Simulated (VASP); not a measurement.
Al5Cl2: relaxation of cell and atoms with PBE

Crystal: Al5Cl2.

```
Al Cl
1.0
     5.53726    0.00000    0.00000
    -2.76863    4.79541    0.00000
     0.00000    0.00000    5.43939
Al Cl
5 2
Cartesian
  0.0000 0.0000 0.0000
  0.0000 0.0000 2.7197
  2.7686 0.0000 2.7197
  -1.3843 2.3977 2.7197
  1.3843 2.3977 2.7197
  0.0000 3.1969 0.0000
  2.7686 1.5985 0.0000
```

The cell was built from a structure type or drawn by symmetry, and may not be a known phase.

```json
{"Program": "VASP 6.6.1", "Task": "relaxation of cell and atoms", "Functional": "PBE", "Potentials or basis": "VASP PAW PBE potentials, release 64 (Al, Cl)", "Cutoff": "600 eV", "k mesh": "6 × 6 × 4", "Occupations": "gaussian, width 0.1 eV", "Spin": "no spin polarisation", "Dipole correction": "no", "Further INCAR settings": "ALGO = Normal; EDIFF = 1e-07; IBRION = 2; EDIFFG = -0.04; NSW = 90; ISIF = 3"}
```

The relaxed volume is 20.28 Å³/atom. The relaxed cell is a = 5.542 Å, b = 5.542 Å, c = 5.337 Å, α = 90.00°, β = 90.00°, γ = 120.00°, the space group after relaxing (to 0.1 Å) is P6/mmm (No. 191) and the energy gained by relaxing is 2.7 meV/atom. The ionic steps are 3 and the pressure after relaxing is 0.2 GPa. The band gap on the k mesh is zero (an odd number of electrons rules out a gap without spin polarisation).

Stress tensor (GPa, compression positive):
```
 0.23  0.00  0.00
 0.00  0.23  0.00
 0.00  0.00 -0.01
```

Step by step:
```
step  energy change (eV)  largest force (eV/Å)  pressure (GPa)  volume (Å³)
   1              0.0000                0.0000           -0.64       144.43
   2             -0.0171                0.0000           -0.10       142.71
   3             -0.0190                0.0000            0.15       141.97
```

Final structure:
```
CELL_PARAMETERS angstrom
5.54225 0.00000 0.00000
-2.77113 4.79973 0.00000
0.00000 0.00000 5.33693
ATOMIC_POSITIONS crystal
Al 0.00000 0.00000 0.00000
Al 0.00000 0.00000 0.50000
Al 0.50000 0.00000 0.50000
Al 0.00000 0.50000 0.50000
Al 0.50000 0.50000 0.50000
Cl 0.33333 0.66667 0.00000
Cl 0.66667 0.33333 0.00000
```

Levels at points of the mesh, in eV from the Fermi level:
| k point | band 12 | band 13 | band 14 | band 15 | band 16 | band 17 |
| --- | --- | --- | --- | --- | --- | --- |
| (0.00, 0.00, 0.00) | -2.15 | -2.15 | -1.43 | -1.24 | -1.24 | -0.35 |
| (0.50, 0.00, 0.00) | -3.07 | -2.11 | -1.59 | 0.97 | 1.39 | 1.72 |
| (0.00, 0.00, 0.50) | -3.03 | -2.26 | -2.26 | -1.93 | -0.67 | 0.58 |
| (0.50, 0.00, 0.50) | -2.94 | -1.84 | 0.07 | 1.41 | 1.43 | 1.60 |

Wall time 77 s on 1 thread of AMD EPYC 9R45 96-Core Processor (Zen 5), with other jobs on the host, peak memory 0.31 GiB.

Caveat: an odd number of electrons without spin polarisation forces a metal; a magnetic or distorted state may lie lower.
